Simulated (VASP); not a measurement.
Runs of VASP 6.6.1 on Ca. The structure is that of space group Im-3m (No. 229), or close to it. The cells are those of the table. This isn't the form of Ca at room conditions, which is fcc.

```tsv
task	cell	k mesh	cutoff (eV)	gap on the mesh (eV)	pressure (GPa)
single point	a = 3.844 Å, angles 109.5°, 1 atom	12 × 12 × 12	520	none	(b)
single point	a = 3.891 Å, angles 109.5°, 1 atom	12 × 12 × 12	520	none	-1.7
single point	a = 3.644 Å, angles 109.5°, 1 atom	12 × 12 × 12	520	none	1.6
single point	a = 3.591 Å, angles 109.5°, 1 atom	12 × 12 × 12	520	none	2.7
relaxation of cell and atoms	relaxed from a = 3.841 Å, angles 109.5°, 1 atom	10 × 10 × 10	600	none	0.0
single point	a = 3.796 Å, angles 109.5°, 1 atom	12 × 12 × 12	520	none	(a)
single point	a = 3.696 Å, angles 109.5°, 1 atom	12 × 12 × 12	520	none	0.8
single point	a = 3.747 Å, angles 109.5°, 1 atom	12 × 12 × 12	520	none	0.0
single point	a = 3.747 Å, angles 109.5°, 1 atom	17 × 17 × 17	520	none	0.0
single point	a = 3.747 Å, angles 109.5°, 1 atom	10 × 10 × 10	520	none	0.0
```

Alike in all rows: level PBEsol; potentials or basis VASP PAW PBE potentials, release 64 (Ca_sv); no spin polarisation; smearing fermi-dirac 0.1 eV.

Task: Estimate the missing entries.

Result: (a) -0.6; (b) -1.2.

Caveats: the PAW data sets were made with another functional, which shifts forces and pressure a little.

A gap of «none» marks levels without a gap at the run's occupations.
